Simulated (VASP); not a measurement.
A run of VASP 6.6.1 is set up as follows.

INCAR

```
SYSTEM = Si16O
  ALGO = Normal
  EDIFF = 1E-7
  ENCUT = 520
  GGA = PE
  ISIF = 2
  ISMEAR = 0
  ISPIN = 2
  LASPH = .TRUE.
  LCHARG = .FALSE.
  LORBIT = 11
  LREAL = Auto
  LWAVE = .FALSE.
  MAGMOM = 0 0 0 0 0 0 0 0 0 0 0 0 0 0 0 0 0
  NBANDS = 53
  NELM = 150
  PREC = Accurate
  SIGMA = 0.05
```

File KPOINTS:

```
k-points
0
G
  2 2 2
  0 0 0
```

Contents of POSCAR:

```
Si16O
1.0
    0.0000000000      5.4300000000      5.4300000000
    5.4300000000      0.0000000000      5.4300000000
    5.4300000000      5.4300000000      0.0000000000
Si O
16 1
Direct
   -0.0000965930      0.0098129834     -0.0001713628
    0.1166215470      0.1856935543      0.0810209945
    0.0010447514      0.0450985267      0.4527348066
    0.1348141805      0.0975366483      0.6276034991
   -0.0144185083      0.5581807551     -0.0293781768
    0.1230096685      0.6340621547      0.1294067219
    0.0047497238      0.4672981584      0.5051996317
    0.1539704420      0.5754212707      0.6165842541
    0.4904089319      0.0098503683     -0.0001711786
    0.6253309392      0.1263534070      0.1229734807
    0.5100772560     -0.0171398711      0.4969916206
    0.6399508287      0.0976506446      0.6275966851
    0.4976430018      0.5008174033      0.0038787293
    0.6134802947      0.6341000000      0.1293904236
    0.5226859116      0.4674120626      0.5051848066
    0.6312174033      0.6075763352      0.6300231123
    0.1358883978      0.8092202578      0.4187994475
```

Potentials or basis: VASP PAW PBE potentials, release 64 (Si, O).

Launch:

```console
$ cat potpaw_PBE.64/Si/POTCAR potpaw_PBE.64/O/POTCAR > POTCAR
$ mpirun -np 1 vasp_std > vasp.out
```

(1) What does it give for the net moment?

(2) What does it give for the band gap on the k mesh?

(3) Predict the pressure.

(4) What does it give for the largest force?

Results:

(1) 0.00 μB per cell.

(2) 0.49 eV.

(3) 4.4 GPa.

(4) 0.055 eV/Å.

Caveat: the k points lie up to 0.50 Å⁻¹ apart.
